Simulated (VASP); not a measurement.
# SnH5 (P6/mmm) in VASP: a series of runs

Runs on SnH5. Level: PBE. Tasks: single point, relaxation of cell and atoms.

Program: VASP 6.6.1. These are calculated values, not measurements. Logs are shortened: lines on timing, memory, paths and dates and some standing lists are left out, and cuts for length are marked.

### 1 The cell of the first run

It takes space group P6/mmm (No. 191, hexagonal). The conventional cell has a = 3.140 Å, b = 3.140 Å, c = 5.947 Å, α = 90.00°, β = 90.00°, γ = 120.00°. Within 2.6 Å of Sn (site symmetry 6/mmm) lie 2 H at 1.94 Å. H (site symmetry 6mm) has 1 H at 1.04 Å within 1.4 Å. Within 1.4 Å of H (site symmetry 6/mmm) lie 2 H at 1.04 Å. H (site symmetry -6m2) has 12 H at 1.81 to 2.09 Å within 2.4 Å.

### 2 Single point, PBE

Input file INCAR:

```
SYSTEM = SnH5
  PREC = Accurate
  ENCUT = 520
  EDIFF = 1E-6
  ISMEAR = 0
  SIGMA = 0.1
  LREAL = .False.
  LASPH = .True.
  NELM = 100
  ALGO = Normal
  ISIF = 2
  LWAVE = .False.
  LCHARG = .False.
  GGA = PE
  NBANDS = 18
```

Input file KPOINTS:

```
regular mesh
0
Gamma
  15 15 6
  0 0 0
```

Input file POSCAR:

```
SnH5
1.0
    3.1398692706      0.0000000000      0.0000000000
   -1.5699346353      2.7192065529      0.0000000000
    0.0000000000      0.0000000000      5.9471986064
Sn H
1 5
Direct
    0.0000000000      0.0000000000      0.5000000000
    0.0000000000      0.0000000000      0.1745308521
    0.0000000000      0.0000000000      0.8254691479
    0.0000000000      0.0000000000      0.0000000000
    0.3333333333      0.6666666667      0.0000000000
    0.6666666667      0.3333333333      0.0000000000
```

Potentials or basis: VASP PAW PBE potentials, release 64 (Sn_d, H).

Run with:

```bash
$ cat potpaw_PBE.64/Sn_d/POTCAR potpaw_PBE.64/H/POTCAR > POTCAR
$ mpirun -np 1 vasp_std > vasp.out
```

OUTCAR:

```text
SYSTEM = SnH5
   PREC = Accurate
   ENCUT = 520
   EDIFF = 1E-6
   ISMEAR = 0
   LREAL = .False.
   LASPH = .True.
   NELM = 100
   ISIF = 2
   GGA = PE

 ion  position               nearest neighbor table
   1  0.000  0.000  0.500-   2 1.94   3 1.94
   2  0.000  0.000  0.175-   1 1.94
   3  0.000  0.000  0.825-   1 1.94
   4  0.000  0.000  0.000-
   5  0.333  0.667  0.000-
   6  0.667  0.333  0.000-

  LATTYP: Found a hexagonal cell.
 ALAT       =     3.1398692706
 C/A-ratio  =     1.8940911528

  Lattice vectors:

 A1 = (   3.1398692706,   0.0000000000,   0.0000000000)
 A2 = (  -1.5699346353,   2.7192065529,   0.0000000000)
 A3 = (   0.0000000000,   0.0000000000,   5.9471986064)

Analysis of symmetry for initial positions (statically):
=====================================================================
 Subroutine PRICEL returns:
 Original cell was already a primitive cell.

 Routine SETGRP: Setting up the symmetry group for a
 hexagonal supercell.

 Subroutine GETGRP returns: Found 24 space group operations
 (whereof 24 operations were pure point group operations)
 out of a pool of 24 trial point group operations.

The static configuration has the point symmetry D_6h.

Analysis of symmetry for dynamics (positions and initial velocities):
=====================================================================
 Subroutine PRICEL returns:
 Original cell was already a primitive cell.

 Routine SETGRP: Setting up the symmetry group for a
 hexagonal supercell.

 Subroutine GETGRP returns: Found 24 space group operations
 (whereof 24 operations were pure point group operations)
 out of a pool of 24 trial point group operations.

The dynamic configuration has the point symmetry D_6h.

 Subroutine INISYM returns: Found 24 space group operations
 (whereof 24 operations are pure point group operations),
 and found     1 'primitive' translations

----------------------------------------------------------------------------------------

                                     Primitive cell

  volume of cell :      50.7769

  direct lattice vectors                    reciprocal lattice vectors
     3.139869271  0.000000000  0.000000000     0.318484597  0.183877168  0.000000000
    -1.569934635  2.719206553  0.000000000     0.000000000  0.367754336  0.000000000
     0.000000000  0.000000000  5.947198606     0.000000000  0.000000000  0.168146394

  length of vectors
     3.139869271  3.139869271  5.947198606     0.367754336  0.367754336  0.168146394

  position of ions in fractional coordinates (direct lattice)
     0.000000000  0.000000000  0.500000000
     0.000000000  0.000000000  0.174530852
     0.000000000  0.000000000  0.825469148
     0.000000000  0.000000000  0.000000000
     0.333333333  0.666666667  0.000000000
     0.666666667  0.333333333  0.000000000

  ion indices of the primitive-cell ions
   primitive index   ion index
                 1           1
                 2           2
                 3           3
                 4           4
                 5           5
                 6           6

----------------------------------------------------------------------------------------

 KPOINTS: regular mesh

Automatic generation of k-mesh.
 Grid dimensions read from file:
 generate k-points for:   15   15    6

 Generating k-lattice:

  Cartesian coordinates                     Fractional coordinates (reciprocal lattice)
     0.021232306  0.012258478  0.000000000     0.066666667  0.000000000  0.000000000
     0.000000000  0.024516956  0.000000000     0.000000000  0.066666667  0.000000000
     0.000000000  0.000000000  0.028024399     0.000000000  0.000000000  0.166666667

  Length of vectors
     0.024516956  0.024516956  0.028024399

  Shift w.r.t. Gamma in fractional coordinates (k-lattice)
     0.000000000  0.000000000  0.000000000

 Subroutine IBZKPT returns following result:
 ===========================================

 Found    108 irreducible k-points:

 Following reciprocal coordinates:
            Coordinates               Weight
  0.000000  0.000000  0.000000      1.000000
  0.066667 -0.000000  0.000000      6.000000
  0.133333  0.000000  0.000000      6.000000
  0.200000  0.000000  0.000000      6.000000
  0.266667  0.000000  0.000000      6.000000
  0.333333  0.000000  0.000000      6.000000
[... 16 lines left out ...]
  0.333333  0.200000  0.000000     12.000000
  0.400000  0.200000  0.000000      6.000000
 [... further k-points ...]
   k-points           NKPTS =    108   k-points in BZ     NKDIM =    108   number of bands    NBANDS=     18
   number of dos      NEDOS =    301   number of ions     NIONS =      6
   total plane-waves  NPLWV =  27648
   dimension x,y,z NGX =    24 NGY =   24 NGZ =   48
   dimension x,y,z NGXF=    48 NGYF=   48 NGZF=   96
   ions per type =               1   5
   NGX,Y,Z   is equivalent  to a cutoff of  12.71, 12.71, 13.42 a.u.
   NGXF,Y,Z  is equivalent  to a cutoff of  25.41, 25.41, 26.84 a.u.
 SYSTEM =  SnH5
   PREC   = accura    normal or accurate (medium, high low for compatibility)
   ISTART =      0    job   : 0-new  1-cont  2-samecut
   ICHARG =      2    charge: 1-file 2-atom 10-const
   ISPIN  =      1    spin polarized calculation?
   LNONCOLLINEAR =      F non collinear calculations
   LSORBIT =      F    spin-orbit coupling
   LASPH  =      T    aspherical Exc in radial PAW
   ENCUT  =  520.0 eV  38.22 Ry    6.18 a.u.   5.84  5.84 11.06*2*pi/ulx,y,z
   NELM   =    100;   NELMIN=  2; NELMDL= -5     # of ELM steps
   EDIFF  = 0.1E-05   stopping-criterion for ELM
   LREAL  =      F    real-space projection
   EDIFFG = 0.1E-04   stopping-criterion for IOM
   NSW    =      0    number of steps for IOM
   IBRION =     -1    ionic relax: 0-MD 1-quasi-New 2-CG
   NFREE  =      0    steps in history (QN), initial steepest desc. (CG)
   ISIF   =      2    stress and relaxation
   ISYM   =      2    0-nonsym 1-usesym 2-fastsym
   POTIM  = 0.5000    time-step for ionic-motion
   TEBEG  =    0.0;   TEEND  =   0.0 temperature during run
   PSTRESS=    0.0 pullay stress
   NELECT =      19.0000    total number of electrons
   NUPDOWN=      -1.0000    fix difference up-down
   EMIN   =  10.00;   EMAX   =-10.00  energy-range for DOS
   EFERMI =   0.00;   METHOD = LEGACY
   ISMEAR =     0;   SIGMA  =   0.10  broadening in eV -4-tet -1-fermi 0-gaus
   EFERMI_NEDOS =   21; number of points for ismear=-14 and -15
   IALGO  =     38    algorithm
   IMIX   =      4    mixing-type and parameters
     AMIX     =   0.40;   BMIX     =  1.00
     AMIX_MAG =   1.60;   BMIX_MAG =  1.00
  volume/ion in A,a.u.               =       8.46        57.11
  Fermi-wavevector in a.u.,A,eV,Ry     =   1.179697  2.229305 18.935038  1.391686
  Thomas-Fermi vector in A             =   2.316003
   LORBIT       =      0    0 simple, 1 ext, 2 COOP (PROOUT), +10 PAW based schemes
   GGA     = PE    functional components
   LHFCALC =     F    Hartree Fock is set to
   AEXX    =    0.0000 exact exchange contribution
   IVDW    =     0    specifies the selected vdW correction
   LEPSILON=     F    determine dielectric tensor
   LRPA    =     F    only Hartree local field effects (RPA)
 non-spin polarized calculation
 Gauss-broadening in eV      SIGMA  =   0.10
  energy-cutoff  :      520.00
  volume of cell :       50.78
 maximum number of plane-waves:      1382
 NGX is ok and might be reduce to    24
   NGX = 11   NGY = 11   NGZ = 23

 number of electron      19.0000010 magnetization

 Free energy of the ion-electron system (eV)
  ---------------------------------------------------
  ext. energy  EPLUGINS =         0.00000000
  ---------------------------------------------------
  free energy    TOTEN  =       -15.46873973 eV

  energy without entropy =      -15.46508087  energy(sigma->0) =      -15.46691030

 E-fermi :   3.9195     XC(G=0):  -9.6329

 val. band max:        3.8342374145   @ k =   0.1333   0.0667   0.3333
 cond. band min:       3.9392769612   @ k =   0.2667   0.2667   0.5000
 fundamental gap:      0.1050395467
 Fermi energy:         3.9194540113

 k-point     1 :       0.0000    0.0000    0.0000
  band No.  band energies     occupation
      1     -17.7077      2.00000
      2     -17.7020      2.00000
      3     -17.7020      2.00000
      4     -17.4725      2.00000
      5     -17.4725      2.00000
      6      -7.7065      2.00000
[... 10 lines left out ...]
     17      17.3725      0.00000
     18      17.3725      0.00000

 k-point     2 :       0.0667   -0.0000    0.0000
  band No.  band energies     occupation
      1     -17.7076      2.00000
      2     -17.6970      2.00000
      3     -17.6909      2.00000
      4     -17.4784      2.00000
      5     -17.4738      2.00000
      6      -7.6237      2.00000
[... 10 lines left out ...]
     17      17.7530      0.00000
     18      17.9940      0.00000

 k-point     3 :       0.1333    0.0000    0.0000
  band No.  band energies     occupation
      1     -17.7194      2.00000
      2     -17.6712      2.00000
      3     -17.6596      2.00000
      4     -17.4951      2.00000
      5     -17.4776      2.00000
      6      -7.3768      2.00000
[... 10 lines left out ...]
     17      17.0635      0.00000
     18      17.9630      0.00000

 k-point     4 :       0.2000    0.0000    0.0000
  band No.  band energies     occupation
      1     -17.7372      2.00000
      2     -17.6330      2.00000
      3     -17.6131      2.00000
      4     -17.5196      2.00000
      5     -17.4833      2.00000
      6      -6.9710      2.00000
[... 375 lines left out ...]
      4     -17.5212      2.00000
      5     -17.4736      2.00000
      6      -4.9679      2.00000
[... 10 lines left out ...]
     17      16.9359      0.00000
     18      17.6430      0.00000

 k-point    23 :       0.3333    0.2000    0.0000
  band No.  band energies     occupation
      1     -17.7013      2.00000
      2     -17.5878      2.00000
      3     -17.5479      2.00000
      4     -17.5297      2.00000
      5     -17.4807      2.00000
      6      -4.3996      2.00000
[... 10 lines left out ...]
     17      16.8315      0.00000
     18      17.2401      0.00000

 k-point    24 :       0.4000    0.2000    0.0000
  band No.  band energies     occupation
      1     -17.7024      2.00000
      2     -17.5903      2.00000
      3     -17.5328      2.00000
      4     -17.5112      2.00000
      5     -17.5038      2.00000
      6      -4.1519      2.00000
[... 10 lines left out ...]
     17      16.8222      0.00000
     18      17.0232      0.00000

 [... further k-points ...]
[... 5 lines left out ...]
  --------------------------------------------------------------------------------------
  -------------------------------------------------------------------------------------
  Total       -0.0697679     -0.0697679     -0.0539180      0.0000000     -0.0000000      0.0000000
  in kB       -2.2014046     -2.2014046     -1.7012877      0.0000000     -0.0000000      0.0000000
  external PRESSURE =      -2.0346990 kB  Pullay stress =       0.0000000 kB

 VOLUME and BASIS-vectors are now :
 -----------------------------------------------------------------------------
  energy-cutoff  :      520.00
  volume of cell :       50.78
      direct lattice vectors                 reciprocal lattice vectors
     3.139869271  0.000000000  0.000000000     0.318484597  0.183877168  0.000000000
    -1.569934635  2.719206553  0.000000000     0.000000000  0.367754336  0.000000000
     0.000000000  0.000000000  5.947198606     0.000000000  0.000000000  0.168146394

 POSITION                                       TOTAL-FORCE (eV/Angst)
 -----------------------------------------------------------------------------------
      0.00000      0.00000      2.97360         0.000000      0.000000      0.000000
      0.00000      0.00000      1.03797        -0.000000     -0.000000     -0.017304
      0.00000      0.00000      4.90923         0.000000      0.000000      0.017304
      0.00000      0.00000      0.00000         0.000000      0.000000      0.000000
     -0.00000      1.81280      0.00000        -0.000000      0.000000      0.000000
      1.56993      0.90640      0.00000        -0.000000      0.000000     -0.000000
 -----------------------------------------------------------------------------------
    total drift:                                0.000000      0.000000      0.000000

  FREE ENERGIE OF THE ION-ELECTRON SYSTEM (eV)
  ---------------------------------------------------
  free  energy   TOTEN  =       -15.4687397270 eV

  energy  without entropy=      -15.4650808714  energy(sigma->0) =      -15.46691030
```

It took 57 s on 1 thread of Intel Xeon Platinum 8259CL at 2.50GHz (Skylake/Cascade Lake), shared host; peak memory 0.23 GiB.

What came out:

| Property | Result |
| --- | --- |
| Free energy | -15.4687 eV |
| Pressure | -0.2 GPa |
| Largest force | 0.017 eV/Å |

Forces in eV/Å, atoms in the order of the input:
```
Sn   0.000  0.000  0.000
H    0.000  0.000 -0.017
H    0.000  0.000  0.017
H    0.000  0.000  0.000
H    0.000  0.000  0.000
H    0.000  0.000  0.000
```

Caveat: spin-orbit coupling is left out, which moves the levels of the heavy elements.

### 3 Relaxation of cell and atoms, PBE

This run uses another cell than the first one, of 8.49 Å³/atom, 1.003 times its volume.

Input file INCAR:

```
PREC = Accurate
ENCUT = 600
EDIFF = 1E-6
ISMEAR = 0
SIGMA = 0.1
LREAL = False
LASPH = True
NELM = 100
ALGO = Normal
ISIF = 3
LWAVE = False
LCHARG = False
GGA = PE
IBRION = 2
NSW = 100
EDIFFG = -0.01
```

Input file KPOINTS:

```
regular mesh
0
Gamma
  15 15 6
```

Input file POSCAR:

```
SnH5
1.0
    3.1365873711      0.0000000000      0.0000000000
   -1.5682936855      2.7163643445      0.0000000000
    0.0000000000      0.0000000000      5.9782573608
Sn H
1 5
Direct
    0.0000000000      0.0000000000      0.5000000000
    0.0000000000      0.0000000000      0.1750310476
    0.0000000000      0.0000000000      0.8249689524
    0.0000000000      0.0000000000      0.0000000000
    0.3333333333      0.6666666667      0.0000000000
    0.6666666667      0.3333333333      0.0000000000
```

Potentials or basis: VASP PAW PBE potentials, release 64 (Sn_d, H).

Run with:

```bash
$ cat potpaw_PBE.64/Sn_d/POTCAR potpaw_PBE.64/H/POTCAR > POTCAR
$ mpirun -np 1 vasp_std > vasp.out
```

Wall time 4.8 min (1 thread of Intel Xeon Platinum 8259CL at 2.50GHz (Skylake/Cascade Lake), shared host); peak memory 0.26 GiB.

Results (log left out):

```
Free energy                            : -15.4699 eV
Relaxed volume                         : 8.45 Å³/atom
Relaxed cell                           : a = 3.137 Å, b = 3.137 Å, c = 5.947 Å, α = 90.00°, β = 90.00°, γ = 120.00°
Space group after relaxing (to 0.05 Å) : P6/mmm (No. 191)
Energy gained by relaxing              : 0.2 meV/atom
Ionic steps                            : 9
Pressure after relaxing                : 0.0 GPa
Largest force after relaxing           : 0.008 eV/Å
```

Forces on the atoms (eV/Å):
```
Sn   0.000  0.000  0.000
H    0.000  0.000 -0.008
H    0.000  0.000  0.008
H    0.000  0.000  0.000
H    0.000  0.000  0.000
H    0.000  0.000  0.000
```

Stress tensor (GPa, compression positive):
```
 0.07  0.00  0.00
 0.00  0.07  0.00
 0.00  0.00 -0.02
```

The path:
```csv
step,energy change (eV),largest force (eV/Å),pressure (GPa),volume (Å³)
1,0.0000,0.0288,-0.38,50.94
2,-0.0007,0.0208,-0.18,50.79
3,-0.0009,0.0111,0.08,50.61
4,-0.0009,0.0118,0.10,50.62
5,-0.0009,0.0161,-0.01,50.70
6,-0.0009,0.0121,0.12,50.63
7,-0.0009,0.0131,0.06,50.65
8,-0.0009,0.0122,0.07,50.64
9,-0.0010,0.0083,0.04,50.67
```

Final structure:
```cif
data_structure
_symmetry_space_group_name_H-M 'P 1'
_symmetry_Int_Tables_number 1
_cell_length_a 3.1367
_cell_length_b 3.1367
_cell_length_c 5.9473
_cell_angle_alpha 90.000
_cell_angle_beta 90.000
_cell_angle_gamma 120.000
_cell_volume 50.67
loop_
_atom_site_label
_atom_site_type_symbol
_atom_site_fract_x
_atom_site_fract_y
_atom_site_fract_z
_atom_site_occupancy
Sn1 Sn 0.00000 0.00000 0.50000 1
H1 H 0.00000 0.00000 0.17445 1
H2 H 0.00000 0.00000 0.82555 1
H3 H 0.00000 0.00000 0.00000 1
H4 H 0.33333 0.66667 0.00000 1
H5 H 0.66667 0.33333 0.00000 1
```

Levels at points of the mesh, in eV from the Fermi level:
| k point | band 7 | band 8 | band 9 | band 10 | band 11 | band 12 |
| --- | --- | --- | --- | --- | --- | --- |
| (0.00, 0.00, 0.00) | -8.58 | -5.60 | 1.22 | 5.17 | 5.63 | 7.27 |
| (0.00, 0.00, 0.50) | -10.60 | -1.83 | -1.15 | 1.90 | 5.64 | 9.11 |

Caveat: spin-orbit coupling is left out, which moves the levels of the heavy elements.

(Part 1 of 3 ends here.)
